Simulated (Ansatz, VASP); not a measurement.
TaN: VASP beside Ansatz

Contents of INCAR:

```
  PREC = Accurate
  ENCUT = 520
  EDIFF = 1E-7
  ISMEAR = 0
  SIGMA = 0.05
  LREAL = False
  LASPH = True
  NELM = 150
  ALGO = Normal
  ISIF = 2
  LWAVE = False
  LCHARG = False
  ISPIN = 2
  MAGMOM = 0.97 -0.1 -0.1 0.02 0.02 0.02
  LORBIT = 11
  LMAXMIX = 4
  LDAU = True
  LDAUTYPE = 2
  LDAUL = 2 -1
  LDAUU = 7 0
  LDAUJ = 0 0
  LDAUPRINT = 1
  GGA = PS
  NBANDS = 37
```

Contents of KPOINTS:

```
Automatic mesh
0
Gamma
  4 4 7
```

File POSCAR:

```
TaN
1.0
    5.1850002000      0.0000000000      0.0000000000
   -2.5925001000      4.4903418900      0.0000000000
    0.0000000000      0.0000000000      2.9080005300
Ta N
3 3
Direct
    0.0000000000      0.0000000000      0.0000000000
    0.3333333333      0.6666666667      0.5000000000
    0.6666666667      0.3333333333      0.5000000000
    0.5000000000      0.0000000000      0.0000000000
    0.5000000000      0.5000000000      0.0000000000
    0.0000000000      0.5000000000      0.0000000000
```

Input for Ansatz:

```yaml
crystal:
  lattice:
    - [5.1850002, 0.0, 0.0]
    - [-2.5925001, 4.49034189, 0.0]
    - [0.0, 0.0, 2.90800053]
  atoms:
    - { symbol: Ta, position: [0.0, 0.0, 0.0], spin: 0.97 }
    - { symbol: Ta, position: [0.3333333333, 0.6666666667, 0.5], spin: -2.0 }
    - { symbol: Ta, position: [0.6666666667, 0.3333333333, 0.5], spin: 2.0 }
    - { symbol: "N", position: [0.5, 0.0, 0.0] }
    - { symbol: "N", position: [0.5, 0.5, 0.0] }
    - { symbol: "N", position: [0.0, 0.5, 0.0] }
basis:
  ecutwfc: 420
  ecutrho_ratio: 4
kpoints:
  mp_grid: { grid: [4, 4, 7] }
hamiltonian:
  xc: pbesol
  hubbard:
    sites:
      - { site: 0, l: d, u_eff: 7.0, starting_ns: [{ spin: up, occupation_matrix: s0up }, { spin: down, occupation_matrix: s0down }] }
      - { site: 1, l: d, u_eff: 7.0, starting_ns: [{ spin: up, occupation_matrix: s1up }, { spin: down, occupation_matrix: s1down }] }
      - { site: 2, l: d, u_eff: 7.0, starting_ns: [{ spin: up, occupation_matrix: s2up }, { spin: down, occupation_matrix: s2down }] }
    occupation_matrices:
      s0up:
        matrix:
          - [0.02, 0.0, 0.0, 0.0, 0.0]
          - [0.0, 0.97, 0.0, 0.0, 0.0]
          - [0.0, 0.0, 0.97, 0.0, 0.0]
          - [0.0, 0.0, 0.0, 0.02, 0.0]
          - [0.0, 0.0, 0.0, 0.0, 0.02]
      s0down:
        matrix:
          - [0.02, 0.0, 0.0, 0.0, 0.0]
          - [0.0, 0.02, 0.0, 0.0, 0.0]
          - [0.0, 0.0, 0.02, 0.0, 0.0]
          - [0.0, 0.0, 0.0, 0.02, 0.0]
          - [0.0, 0.0, 0.0, 0.0, 0.02]
      s1up:
        matrix:
          - [0.02, 0.0, 0.0, 0.0, 0.0]
          - [0.0, 0.02, 0.0, 0.0, 0.0]
          - [0.0, 0.0, 0.02, 0.0, 0.0]
          - [0.0, 0.0, 0.0, 0.02, 0.0]
          - [0.0, 0.0, 0.0, 0.0, 0.02]
      s1down:
        matrix:
          - [0.97, 0.0, 0.0, 0.0, 0.0]
          - [0.0, 0.02, 0.0, 0.0, 0.0]
          - [0.0, 0.0, 0.97, 0.0, 0.0]
          - [0.0, 0.0, 0.0, 0.02, 0.0]
          - [0.0, 0.0, 0.0, 0.0, 0.02]
      s2up:
        matrix:
          - [0.97, 0.0, 0.0, 0.0, 0.0]
          - [0.0, 0.02, 0.0, 0.0, 0.0]
          - [0.0, 0.0, 0.97, 0.0, 0.0]
          - [0.0, 0.0, 0.0, 0.02, 0.0]
          - [0.0, 0.0, 0.0, 0.0, 0.02]
      s2down:
        matrix:
          - [0.02, 0.0, 0.0, 0.0, 0.0]
          - [0.0, 0.02, 0.0, 0.0, 0.0]
          - [0.0, 0.0, 0.02, 0.0, 0.0]
          - [0.0, 0.0, 0.0, 0.02, 0.0]
          - [0.0, 0.0, 0.0, 0.0, 0.02]
    ns_hold: { iters: 8 }
scf:
  occupations: { method: gaussian, width: 0.05 }
  lower_state_search: "off"
  max_iter: 150
output:
  forces: true
  stress: true
  eigenvalues: true
  populations: true
  hubbard: { sites: [{ site: 0, l: d }, { site: 1, l: d }, { site: 2, l: d }] }
magnetization:
  spin_polarized: true
  spin_locking: { lock_spins: true, n_iters: 12 }
```

Alike in both runs: task single point; functional PBEsol; k mesh 4 × 4 × 7; occupations gaussian, width 0.05 eV; collinear spin; Hubbard terms Ta d U = 7.0 eV.

|  | VASP | Ansatz |
| --- | --- | --- |
| version | VASP 6.6.1 | Ansatz 0.2.0 |
| potentials or method | VASP PAW PBE potentials, release 64 (Ta_pv, N), cutoff 520 eV | scalar-relativistic, plane waves, PAW |
| valence electrons in the cell | 48 | 54 |

```tsv
	VASP	Ansatz	Ansatz less VASP
gap on the k mesh at the Fermi level (eV)	none	none	-
pressure (GPa)	24.6	16.5	-8.10
traceless stress, the component that is largest in VASP (GPa)	5.09	8.03	+2.944
net moment per atom (μB)	0.00	0.17	+0.170
size of the moment on the site where the two differ most (μB)	0.00	0.97	+0.968
```

The net moments are unlike, so the other rows may belong to different states. VASP's potentials were made for PBE, not for PBEsol. Site moments also hang on the region over which each program counts them. The programs project onto different local orbitals, so the same U acts differently, and such runs can settle in different states. A gap of «none» marks a metal or a gap that the smearing closes. VASP's potentials hold 48 valence electrons a cell and Ansatz's 54, so a difference there can come from the potentials and not from the codes. Ansatz's warnings: filled band counts differ across k points, seeded moment not kept, specified occupation not kept, stress scf threshold loose, symmetry narrowed by occupation matrices.

Neither program's run includes spin-orbit coupling.
